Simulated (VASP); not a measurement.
Pd: single point with LDA

Crystal: Pd.

```xyz
1
Lattice="0.0000 1.9211 1.9211 1.9211 0.0000 1.9211 1.9211 1.9211 0.0000" Properties=species:S:1:pos:R:3 pbc="T T T"
Pd    0.0000    0.0000    0.0000
```

```
Program                : VASP 6.6.1
Task                   : single point
Functional             : LDA
Potentials or basis    : VASP PAW LDA potentials, release 64 (Pd)
Cutoff                 : 520 eV
k mesh                 : 14 × 14 × 14
Occupations            : fermi-dirac, width 0.1 eV
Spin                   : no spin polarisation
Dipole correction      : no
Further INCAR settings : ALGO = Normal; EDIFF = 1e-06; NBANDS = 11
```

```
Pressure               : 0.3 GPa
Band gap on the k mesh : zero (band 5 reaches 10.60 eV, above the bottom of band 6 at 8.89 eV)
```

Levels at points of the mesh, in eV from the Fermi level:
| k point | band 3 | band 4 | band 5 | band 6 | band 7 | band 8 |
| --- | --- | --- | --- | --- | --- | --- |
| (0.00, 0.00, 0.00) | -3.08 | -3.08 | -1.32 | -1.32 | 17.12 | 22.07 |
| (0.50, 0.00, 0.00) | -3.12 | -0.03 | -0.03 | 0.84 | 7.56 | 16.51 |
| (0.50, 0.50, 0.00) | -0.05 | 0.30 | 0.30 | 3.23 | 11.12 | 13.26 |

It took 11 s on 1 thread of Intel(R) Xeon(R) Platinum 8259CL CPU @ 2.50GHz (Skylake/Cascade Lake), on a shared host, peak memory 0.13 GiB.
